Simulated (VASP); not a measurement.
Runs of VASP 6.6.1 on Cd. The structure is that of space group P6_3/mmc (No. 194), or close to it. The cells are those of the table. 

```csv
cell,gap on the mesh (eV),pressure (GPa)
"a = 3.097, b = 3.097, c = 6.420 Å, angles 90.0, 90.0, 120.0°, 2 atoms",none,(b)
"a = 3.178, b = 3.178, c = 6.587 Å, angles 90.0, 90.0, 120.0°, 2 atoms",none,(a)
"a = 3.055, b = 3.055, c = 6.333 Å, angles 90.0, 90.0, 120.0°, 2 atoms",none,1.3
"a = 3.012, b = 3.012, c = 6.244 Å, angles 90.0, 90.0, 120.0°, 2 atoms",none,2.8
"a = 2.968, b = 2.968, c = 6.152 Å, angles 90.0, 90.0, 120.0°, 2 atoms",none,4.9
```

Alike in all rows: task single point; level BLYP; potentials or basis VASP PAW PBE potentials, release 64 (Cd); no spin polarisation; k mesh 19 × 19 × 8; cutoff (eV) 520; smearing fermi-dirac 0.1 eV.

Fill in the values left out.

(a) -1.0; (b) 0.2.

Caveats: the PAW data sets were made with another functional, which shifts forces and pressure a little; the cell stands under pressure (at least some runs).

A k mesh can miss the band edges, and the runs leave out spin-orbit coupling on Cd.

A gap of «none» marks levels without a gap at the run's occupations.
